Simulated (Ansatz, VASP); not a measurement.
**Ge in VASP and in Ansatz**

```
Ge
1.0
     0.00000    2.88053    2.96695
     2.88053    0.00000    2.96695
     2.88053    2.88053    0.00000
Ge
2
Direct
  0.50000 0.50000 0.50000
  0.75000 0.75000 0.75000
```

Change from the starting cell: engineering shear strain xy +0.0000, normal strain along z +0.0300.

Alike in both runs: task single point; functional PBE; k mesh 14 × 14 × 14; occupations gaussian, width 0.15 eV; no spin polarisation.

|  | VASP | Ansatz |
| --- | --- | --- |
| version | VASP 6.6.1 | Ansatz 0.2.0 |
| potentials or method | VASP PAW PBE potentials, release 64 (Ge_d), cutoff 520 eV | scalar-relativistic, plane waves, PAW |
| valence electrons in the cell | 28 | 28 |

```tsv
	VASP	Ansatz	Ansatz less VASP
gap on the k mesh at the Fermi level (eV)	none	none	-
pressure (GPa)	-1.7	-1.6	+0.09
traceless stress, the component that is largest in VASP (GPa)	-1.32	-1.31	+0.002
```

A gap of «none» marks a metal or a gap that the smearing closes. With one functional, cell and mesh, what is left measures potentials, basis and numerics.
